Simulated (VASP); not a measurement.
# P: single point with r2SCAN

Crystal: P.

```xyz
1
Lattice="-1.5508 1.5508 1.5508 1.5508 -1.5508 1.5508 1.5508 1.5508 -1.5508" Properties=species:S:1:pos:R:3 pbc="T T T"
P     0.0000    0.0000    0.0000
```

This isn't the form of P at room conditions, which is orthorhombic.

| Quantity | Value |
| --- | --- |
| Program | VASP 6.6.1 |
| Task | single point |
| Functional | r2SCAN |
| Potentials or basis | VASP PAW PBE potentials, release 64 (P) |
| Cutoff | 520 eV |
| k mesh | 16 × 16 × 16 |
| Occupations | fermi-dirac, width 0.1 eV |
| Spin | no spin polarisation |
| Dipole correction | no |
| Further INCAR settings | ALGO = Normal; EDIFF = 1e-06; NBANDS = 8 |

| Property | Result |
| --- | --- |
| Pressure | -3.7 GPa |
| Band gap on the k mesh | zero (an odd number of electrons rules out a gap without spin polarisation) |

Levels at points of the mesh, in eV from the Fermi level:
```
           k point  band 1  band 2  band 3  band 4  band 5  band 6
(0.00, 0.00, 0.00)  -16.78    7.16    7.16    7.16   12.50   12.50
(0.50, 0.00, 0.00)  -10.33   -7.86    2.38    5.42    7.85    8.77
(0.50, 0.50, 0.50)   -4.57   -2.70   -2.70   -2.70    3.07    3.07
```

Run time: 20 s on 1 thread of Intel(R) Xeon(R) 6975P-C (Granite Rapids), on a shared host, peak memory 0.13 GiB.

Caveat: the cell stands under tension; the PAW data sets were made with another functional, which shifts forces and pressure a little.
